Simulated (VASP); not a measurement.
# PbF2 (Fm-3m) in VASP: notebook

The runs below take PbF2 through single point, with PBE.

Everything below comes from runs of VASP 6.6.1. Logs are shortened: lines on timing, memory, paths and dates and some standing lists are left out, and cuts for length are marked.

### 1 The cell of the first run

Symmetry: Fm-3m, No. 225, cubic system. Conventional cell: a = 6.001 Å, b = 6.001 Å, c = 6.001 Å, α = 90.00°, β = 90.00°, γ = 90.00°. Within 3.4 Å of Pb (site symmetry m-3m) lie 8 F at 2.60 Å. F (site symmetry -43m) has 4 Pb at 2.60 Å and 6 F at 3.00 Å within 3.4 Å.

### 2 Single point, PBE

File INCAR:

```
SYSTEM = PbF2
PREC     = Accurate       ! precision mode
ENCUT    = 600            ! plane-wave cutoff, eV
EDIFF    = 1E-6           ! SCF threshold, eV
ISMEAR   = 0              ! smearing method
SIGMA    = 0.01           ! smearing width, eV
LREAL    = .FALSE.        ! projectors in reciprocal space
LASPH    = .TRUE.         ! aspherical terms in the spheres
NELM     = 120            ! most SCF steps
ALGO     = Normal         ! electronic algorithm
ISIF     = 2              ! what is computed and relaxed
LWAVE    = .FALSE.        ! write WAVECAR
LCHARG   = .FALSE.        ! write CHGCAR
GGA      = PE             ! functional
NBANDS   = 21             ! bands
GGA_COMPAT= .FALSE.
```

File KPOINTS:

```
Automatic mesh
0
G
  4 4 4
  0 0 0
```

File POSCAR:

```
PbF2
1.0
    0.0000000000      3.0002562187      3.0002562187
    3.0002562187      0.0000000000      3.0002562187
    3.0002562187      3.0002562187      0.0000000000
Pb F
1 2
Direct
    0.0000000000      0.0000000000      0.0000000000
    0.2500000000      0.2500000000      0.2500000000
    0.7500000000      0.7500000000      0.7500000000
```

Potentials or basis: VASP PAW PBE potentials, release 64 (Pb_d, F).

The run is started by

```bash
$ cat potpaw_PBE.64/Pb_d/POTCAR potpaw_PBE.64/F/POTCAR > POTCAR
$ mpirun -np 1 vasp_std > vasp.out
```

OUTCAR:

```text
SYSTEM = PbF2
   PREC = Accurate
   ENCUT = 600
   EDIFF = 1E-6
   ISMEAR = 0
   LREAL = .FALSE.
   LASPH = .TRUE.
   NELM = 120
   ISIF = 2
   GGA = PE

 ion  position               nearest neighbor table
   1  0.000  0.000  0.000-   3 2.60   3 2.60   3 2.60   2 2.60   2 2.60   2 2.60   3 2.60   2 2.60

   2  0.250  0.250  0.250-   1 2.60   1 2.60   1 2.60   1 2.60
   3  0.750  0.750  0.750-   1 2.60   1 2.60   1 2.60   1 2.60

  LATTYP: Found a face centered cubic cell.
 ALAT       =     6.0005124374

  Lattice vectors:

 A1 = (   0.0000000000,   3.0002562187,   3.0002562187)
 A2 = (   3.0002562187,   0.0000000000,   3.0002562187)
 A3 = (   3.0002562187,   3.0002562187,   0.0000000000)

Analysis of symmetry for initial positions (statically):
=====================================================================
 Subroutine PRICEL returns:
 Original cell was already a primitive cell.

 Routine SETGRP: Setting up the symmetry group for a
 face centered cubic supercell.

 Subroutine GETGRP returns: Found 48 space group operations
 (whereof 48 operations were pure point group operations)
 out of a pool of 48 trial point group operations.

The static configuration has the point symmetry O_h .

Analysis of symmetry for dynamics (positions and initial velocities):
=====================================================================
 Subroutine PRICEL returns:
 Original cell was already a primitive cell.

 Routine SETGRP: Setting up the symmetry group for a
 face centered cubic supercell.

 Subroutine GETGRP returns: Found 48 space group operations
 (whereof 48 operations were pure point group operations)
 out of a pool of 48 trial point group operations.

The dynamic configuration has the point symmetry O_h .

 Subroutine INISYM returns: Found 48 space group operations
 (whereof 48 operations are pure point group operations),
 and found     1 'primitive' translations

----------------------------------------------------------------------------------------

                                     Primitive cell

  volume of cell :      54.0138

  direct lattice vectors                    reciprocal lattice vectors
     0.000000000  3.000256219  3.000256219    -0.166652434  0.166652434  0.166652434
     3.000256219  0.000000000  3.000256219     0.166652434 -0.166652434  0.166652434
     3.000256219  3.000256219  0.000000000     0.166652434  0.166652434 -0.166652434

  length of vectors
     4.243003035  4.243003035  4.243003035     0.288650482  0.288650482  0.288650482

  position of ions in fractional coordinates (direct lattice)
     0.000000000  0.000000000  0.000000000
     0.250000000  0.250000000  0.250000000
     0.750000000  0.750000000  0.750000000

  ion indices of the primitive-cell ions
   primitive index   ion index
                 1           1
                 2           2
                 3           3

----------------------------------------------------------------------------------------

 KPOINTS: Automatic mesh

Automatic generation of k-mesh.
 Grid dimensions read from file:
 generate k-points for:    4    4    4

 Generating k-lattice:

  Cartesian coordinates                     Fractional coordinates (reciprocal lattice)
    -0.041663108  0.041663108  0.041663108     0.250000000  0.000000000  0.000000000
     0.041663108 -0.041663108  0.041663108     0.000000000  0.250000000  0.000000000
     0.041663108  0.041663108 -0.041663108     0.000000000  0.000000000  0.250000000

  Length of vectors
     0.072162621  0.072162621  0.072162621

  Shift w.r.t. Gamma in fractional coordinates (k-lattice)
     0.000000000  0.000000000  0.000000000

 Subroutine IBZKPT returns following result:
 ===========================================

 Found      8 irreducible k-points:

 Following reciprocal coordinates:
            Coordinates               Weight
  0.000000  0.000000  0.000000      1.000000
  0.250000  0.000000  0.000000      8.000000
  0.500000  0.000000  0.000000      4.000000
  0.250000  0.250000  0.000000      6.000000
  0.500000  0.250000  0.000000     24.000000
 -0.250000  0.250000  0.000000     12.000000
  0.500000  0.500000  0.000000      3.000000
 -0.250000  0.500000  0.250000      6.000000
   k-points           NKPTS =      8   k-points in BZ     NKDIM =      8   number of bands    NBANDS=     21
   number of dos      NEDOS =    301   number of ions     NIONS =      3
   total plane-waves  NPLWV =  46656
   dimension x,y,z NGX =    36 NGY =   36 NGZ =   36
   dimension x,y,z NGXF=    72 NGYF=   72 NGZF=   72
   ions per type =               1   2
   NGX,Y,Z   is equivalent  to a cutoff of  14.11, 14.11, 14.11 a.u.
   NGXF,Y,Z  is equivalent  to a cutoff of  28.21, 28.21, 28.21 a.u.
 SYSTEM =  PbF2
   PREC   = accura    normal or accurate (medium, high low for compatibility)
   ISTART =      0    job   : 0-new  1-cont  2-samecut
   ICHARG =      2    charge: 1-file 2-atom 10-const
   ISPIN  =      1    spin polarized calculation?
   LNONCOLLINEAR =      F non collinear calculations
   LSORBIT =      F    spin-orbit coupling
   LASPH  =      T    aspherical Exc in radial PAW
   ENCUT  =  600.0 eV  44.10 Ry    6.64 a.u.   8.47  8.47  8.47*2*pi/ulx,y,z
   NELM   =    120;   NELMIN=  2; NELMDL= -5     # of ELM steps
   EDIFF  = 0.1E-05   stopping-criterion for ELM
   LREAL  =      F    real-space projection
   EDIFFG = 0.1E-04   stopping-criterion for IOM
   NSW    =      0    number of steps for IOM
   IBRION =     -1    ionic relax: 0-MD 1-quasi-New 2-CG
   NFREE  =      0    steps in history (QN), initial steepest desc. (CG)
   ISIF   =      2    stress and relaxation
   ISYM   =      2    0-nonsym 1-usesym 2-fastsym
   POTIM  = 0.5000    time-step for ionic-motion
   TEBEG  =    0.0;   TEEND  =   0.0 temperature during run
   PSTRESS=    0.0 pullay stress
   NELECT =      28.0000    total number of electrons
   NUPDOWN=      -1.0000    fix difference up-down
   EMIN   =  10.00;   EMAX   =-10.00  energy-range for DOS
   EFERMI =   0.00;   METHOD = LEGACY
   ISMEAR =     0;   SIGMA  =   0.01  broadening in eV -4-tet -1-fermi 0-gaus
   EFERMI_NEDOS =   21; number of points for ismear=-14 and -15
   IALGO  =     38    algorithm
   IMIX   =      4    mixing-type and parameters
     AMIX     =   0.40;   BMIX     =  1.00
     AMIX_MAG =   1.60;   BMIX_MAG =  1.00
  volume/ion in A,a.u.               =      18.00       121.50
  Fermi-wavevector in a.u.,A,eV,Ry     =   1.315101  2.485181 23.531155  1.729491
  Thomas-Fermi vector in A             =   2.445307
   LORBIT       =      0    0 simple, 1 ext, 2 COOP (PROOUT), +10 PAW based schemes
   GGA     = PE    functional components
   LHFCALC =     F    Hartree Fock is set to
   AEXX    =    0.0000 exact exchange contribution
   IVDW    =     0    specifies the selected vdW correction
   LEPSILON=     F    determine dielectric tensor
   LRPA    =     F    only Hartree local field effects (RPA)
 non-spin polarized calculation
 Gauss-broadening in eV      SIGMA  =   0.01
  energy-cutoff  :      600.00
  volume of cell :       54.01
 maximum number of plane-waves:      1812
 NGX is ok and might be reduce to    36
   NGX = 17   NGY = 17   NGZ = 17

 number of electron      27.9999998 magnetization

 Free energy of the ion-electron system (eV)
  ---------------------------------------------------
  ext. energy  EPLUGINS =         0.00000000
  ---------------------------------------------------
  free energy    TOTEN  =       -14.35405227 eV

  energy without entropy =      -14.35405227  energy(sigma->0) =      -14.35405227

 E-fermi :   1.5196     XC(G=0):  -9.2238

 val. band max:        1.4444494007   @ k =  -0.2500   0.5000   0.2500
 cond. band min:       5.8640872939   @ k =   0.5000   0.5000   0.0000
 fundamental gap:      4.4196378933
 Fermi energy:         1.5196073668

 k-point     1 :       0.0000    0.0000    0.0000
  band No.  band energies     occupation
      1     -19.3601      2.00000
      2     -18.8031      2.00000
      3     -12.9560      2.00000
      4     -12.9560      2.00000
      5     -12.9560      2.00000
      6     -12.9140      2.00000
[... 13 lines left out ...]
     20      16.5152      0.00000
     21      18.7010      0.00000

 k-point     2 :       0.2500    0.0000    0.0000
  band No.  band energies     occupation
      1     -19.2624      2.00000
      2     -18.8907      2.00000
      3     -12.9437      2.00000
      4     -12.9437      2.00000
      5     -12.9078      2.00000
      6     -12.9078      2.00000
[... 13 lines left out ...]
     20      15.5323      0.00000
     21      16.9621      0.00000

 k-point     3 :       0.5000    0.0000    0.0000
  band No.  band energies     occupation
      1     -19.1014      2.00000
      2     -19.0375      2.00000
      3     -12.9451      2.00000
      4     -12.9451      2.00000
      5     -12.8876      2.00000
      6     -12.8876      2.00000
[... 13 lines left out ...]
     20      15.1233      0.00000
     21      15.4801      0.00000

 k-point     4 :       0.2500    0.2500    0.0000
  band No.  band energies     occupation
      1     -19.2378      2.00000
      2     -18.9098      2.00000
      3     -12.9280      2.00000
      4     -12.9195      2.00000
      5     -12.9195      2.00000
      6     -12.9035      2.00000
[... 13 lines left out ...]
     20      16.9374      0.00000
     21      17.0973      0.00000

 k-point     5 :       0.5000    0.2500    0.0000
  band No.  band energies     occupation
      1     -19.1132      2.00000
      2     -19.0175      2.00000
      3     -12.9332      2.00000
      4     -12.9167      2.00000
      5     -12.8873      2.00000
      6     -12.8696      2.00000
[... 13 lines left out ...]
     20      16.8761      0.00000
     21      17.8447      0.00000

 k-point     6 :      -0.2500    0.2500    0.0000
  band No.  band energies     occupation
      1     -19.1508      2.00000
      2     -18.9867      2.00000
      3     -12.9275      2.00000
      4     -12.9167      2.00000
      5     -12.9161      2.00000
      6     -12.8617      2.00000
[... 13 lines left out ...]
     20      16.6355      0.00000
     21      18.3899      0.00000

 k-point     7 :       0.5000    0.5000    0.0000
  band No.  band energies     occupation
      1     -19.1107      2.00000
      2     -19.0119      2.00000
      3     -12.9438      2.00000
      4     -12.8931      2.00000
      5     -12.8817      2.00000
      6     -12.8817      2.00000
[... 13 lines left out ...]
     20      18.1452      0.00000
     21      18.6411      0.00000

 k-point     8 :      -0.2500    0.5000    0.2500
  band No.  band energies     occupation
      1     -19.0616      2.00000
      2     -19.0616      2.00000
      3     -12.9308      2.00000
      4     -12.9052      2.00000
      5     -12.8817      2.00000
      6     -12.8221      2.00000
[... 13 lines left out ...]
     20      17.5076      0.00000
     21      17.5076      0.00000

------------------------ aborting loop because EDIFF is reached ----------------------------------------

  FORCE on cell =-STRESS in cart. coord.  units (eV):
  Direction    XX          YY          ZZ          XY          YZ          ZX
  --------------------------------------------------------------------------------------
  -------------------------------------------------------------------------------------
  Total       -0.0792719     -0.0792719     -0.0792719      0.0000000      0.0000000     -0.0000000
  in kB       -2.3513916     -2.3513916     -2.3513916      0.0000000      0.0000000     -0.0000000
  external PRESSURE =      -2.3513916 kB  Pullay stress =       0.0000000 kB

 VOLUME and BASIS-vectors are now :
 -----------------------------------------------------------------------------
  energy-cutoff  :      600.00
  volume of cell :       54.01
      direct lattice vectors                 reciprocal lattice vectors
     0.000000000  3.000256219  3.000256219    -0.166652434  0.166652434  0.166652434
     3.000256219  0.000000000  3.000256219     0.166652434 -0.166652434  0.166652434
     3.000256219  3.000256219  0.000000000     0.166652434  0.166652434 -0.166652434

 POSITION                                       TOTAL-FORCE (eV/Angst)
 -----------------------------------------------------------------------------------
      0.00000      0.00000      0.00000        -0.000000     -0.000000     -0.000000
      1.50013      1.50013      1.50013         0.000000     -0.000000      0.000000
      4.50038      4.50038      4.50038        -0.000000      0.000000     -0.000000
 -----------------------------------------------------------------------------------
    total drift:                                0.000000      0.000000      0.000000

  FREE ENERGIE OF THE ION-ELECTRON SYSTEM (eV)
  ---------------------------------------------------
  free  energy   TOTEN  =       -14.3540522746 eV

  energy  without entropy=      -14.3540522746  energy(sigma->0) =      -14.35405227
```

Wall time 13 s (1 thread of Intel Xeon Platinum 8488C (Sapphire Rapids), shared host); peak memory 0.2 GiB.

What came out:

```yaml
Free_energy: -14.3541 eV
Pressure: -0.2 GPa
Band_gap_on_the_k_mesh: 4.42 eV (least direct gap 4.56 eV)
```

Caveat: the k points lie up to 0.45 Å⁻¹ apart; spin-orbit coupling is left out, which moves the levels of the heavy elements. A k mesh can miss the band edges.

### 3 Single point, PBE

File INCAR:

```
  ALGO = Normal
  EDIFF = 1E-6
  ENCUT = 600
  GGA = PE
  GGA_COMPAT = F
  ISIF = 2
  ISMEAR = 0
  LASPH = T
  LCHARG = T
  LELF = T
  LREAL = F
  LVHAR = T
  LWAVE = F
  NBANDS = 21
  NELM = 120
  PREC = Accurate
  SIGMA = 0.01
```

File KPOINTS:

```
k-points
0
Gamma
  4 4 4
```

POSCAR is that of step 2.

Potentials or basis: VASP PAW PBE potentials, release 64 (Pb_d, F).

The run is started by

```bash
$ cat potpaw_PBE.64/Pb_d/POTCAR potpaw_PBE.64/F/POTCAR > POTCAR
$ mpirun -np 1 vasp_std > vasp.out
```

It took 22 s on 1 thread of Intel Xeon Platinum 8488C (Sapphire Rapids), shared host; peak memory 0.2 GiB.

It converged, with:

```yaml
Free_energy: -14.3541 eV
Pressure: -0.2 GPa
Band_gap_on_the_k_mesh: 4.42 eV (least direct gap 4.56 eV)
```

Levels at points of the mesh, in eV from the valence-band top:
```csv
k point,band 11,band 12,band 13,band 14,band 15,band 16,band 17,band 18
"(0.00, 0.00, 0.00)",-2.24,-1.75,-1.75,-1.75,6.73,6.73,6.73,10.54
"(0.50, 0.00, 0.00)",-2.42,-1.92,-1.92,-0.01,5.03,7.55,7.55,13.16
"(0.50, 0.50, 0.00)",-1.36,-1.36,-1.35,-0.14,4.42,7.76,7.76,9.04
```

Caveat: the k points lie up to 0.45 Å⁻¹ apart; spin-orbit coupling is left out, which moves the levels of the heavy elements. A k mesh can miss the band edges.
